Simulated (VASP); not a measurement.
Write the native input for VASP 6.6.1 that does the following.

```yaml
Task: relaxation of cell and atoms
Functional: PBE
Potentials_or_basis: VASP PAW PBE potentials, release 64 (Si, C)
Cutoff: 600 eV
k_mesh: 10 × 10 × 10
Occupations: fermi-dirac, width 0.05 eV
Spin: no spin polarisation
Dipole_correction: no
Further_INCAR_settings: ALGO = Normal; EDIFF = 1e-07; IBRION = 2; EDIFFG = -0.01; NSW = 80; ISIF = 3
```

The structure of SiC lies in POSCAR:

```
SiC
1.0
    0.0000000000      2.1790000000      2.1790000000
    2.1790000000      0.0000000000      2.1790000000
    2.1790000000      2.1790000000      0.0000000000
Si C
1 1
Direct
    0.0000000000      0.0000000000      0.0000000000
    0.7500000000      0.7500000000      0.7500000000
```

These files were run (other wordings do the same):

INCAR

```
PREC = Accurate
ENCUT = 600
EDIFF = 1E-7
ISMEAR = -1
SIGMA = 0.05
LREAL = F
LASPH = T
NELM = 120
ALGO = Normal
ISIF = 3
LWAVE = F
LCHARG = F
GGA = PE
IBRION = 2
NSW = 80
EDIFFG = -0.01
GGA_COMPAT = F
NELMIN = 4
```

KPOINTS

```
regular mesh
0
Gamma
  10 10 10
```

Potentials or basis: VASP PAW PBE potentials, release 64 (Si, C).

Launch:

```console
$ cat potpaw_PBE.64/Si/POTCAR potpaw_PBE.64/C/POTCAR > POTCAR
$ mpirun -np 1 vasp_std > vasp.out
```

It gave:

| Quantity | Value |
| --- | --- |
| Relaxed volume | 10.49 Å³/atom |
| Relaxed cell | a = 3.096 Å, b = 3.096 Å, c = 3.096 Å, α = 60.00°, β = 60.00°, γ = 60.00° |
| Space group after relaxing (to 0.1 Å) | F-43m (No. 216) |
| Energy gained by relaxing | 1.4 meV/atom |
| Ionic steps | 3 |
| Pressure after relaxing | 0.0 GPa |
| Band gap on the k mesh | 1.37 eV (least direct gap 4.53 eV) |

Wall time 18 s on 1 thread of AMD EPYC 9R45 96-Core Processor (Zen 5), with other jobs on the host, peak memory 0.12 GiB.
